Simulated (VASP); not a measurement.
Runs of VASP 6.6.1 on Fe. The structure is that of space group P6_3/mmc (No. 194), or close to it. The cells are those of the table. This isn't the form of Fe at room conditions, which is bcc.

| task | spin | cell | k mesh | cutoff (eV) | smearing | gap on the mesh (eV) | pressure (GPa) | moment (μB) |
| --- | --- | --- | --- | --- | --- | --- | --- | --- |
| relaxation of cell and atoms | off | relaxed from a = 2.554, b = 2.554, c = 8.341 Å, angles 90.0, 90.0, 120.0°, 4 atoms | 14 × 14 × 4 | 600 | fermi-dirac 0.1 eV | - | 0.1 | - |
| single point | off | a = 2.424, b = 2.424, c = 7.800 Å, angles 90.0, 90.0, 120.0°, 4 atoms | 14 × 14 × 4 | 520 | fermi-dirac 0.1 eV | none | 0.5 | - |
| single point | collinear, ferrimagnetic start | a = 2.439, b = 2.439, c = 8.378 Å, angles 90.0, 90.0, 120.0°, 4 atoms | 16 × 16 × 4 | 520 | fermi-dirac 0.05 eV | none | 12.7 | 0.53 |
| single point | collinear, ferrimagnetic start | a = 2.403, b = 2.403, c = 8.255 Å, angles 90.0, 90.0, 120.0°, 4 atoms | 16 × 16 × 4 | 520 | fermi-dirac 0.05 eV | none | 20.9 | (a) |
| single point | off | a = 2.424, b = 2.424, c = 7.800 Å, angles 90.0, 90.0, 120.0°, 4 atoms | 17 × 17 × 5 | 520 | fermi-dirac 0.1 eV | none | 0.5 | - |

Alike in all rows: level r2SCAN; potentials or basis VASP PAW PBE potentials, release 64 (Fe).

**Question.** Fill in the values left out.

**Answer.** (a) 0.80.

Caveats: the PAW data sets were made with another functional, which shifts forces and pressure a little; the cell stands under pressure (at least some runs); the highest band is partly filled, so the run has too few bands (at least some runs).

A gap of «none» marks levels without a gap at the run's occupations.
